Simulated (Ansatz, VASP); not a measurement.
**One calculation of SiAgBr6, two programs**

```
CELL_PARAMETERS angstrom
0.00000 5.23518 5.23518
5.23518 0.00000 5.23518
5.23518 5.23518 0.00000
ATOMIC_POSITIONS crystal
Si 0.50000 0.50000 0.50000
Ag 0.00000 0.00000 0.00000
Br 0.73109 0.26891 0.26891
Br 0.26891 0.73109 0.26891
Br 0.26891 0.26891 0.73109
Br 0.26891 0.73109 0.73109
Br 0.73109 0.26891 0.73109
Br 0.73109 0.73109 0.26891
```

Alike in both runs: functional PBE; k mesh 4 × 4 × 4; occupations gaussian, width 0.1 eV; no spin polarisation.

Ansatz relaxed the structure, and its values are those at the end. VASP's run is a single point on that final structure, the one shown.

|  | VASP | Ansatz |
| --- | --- | --- |
| version | VASP 6.6.1 | Ansatz 0.2.0 |
| potentials or method | VASP PAW PBE potentials, release 64 (Si, Ag, Br), cutoff 520 eV | scalar-relativistic, plane waves, PAW |
| valence electrons in the cell | 57 | 65 |

VASP gave:

- gap on the k mesh at the Fermi level (eV): none
- pressure (GPa): 0.2
- rms of the force components (eV/Å): 0.010

Task: What did Ansatz give for the same quantities?

Result: gap on the k mesh at the Fermi level (eV): none; pressure (GPa): 0.2; rms of the force components (eV/Å): 0.013.

A gap of «none» marks a metal or a gap that the smearing closes. With one functional, cell and mesh, what is left measures potentials, basis and numerics. VASP's potentials hold 57 valence electrons a cell and Ansatz's 65, so a difference there can come from the potentials and not from the codes.
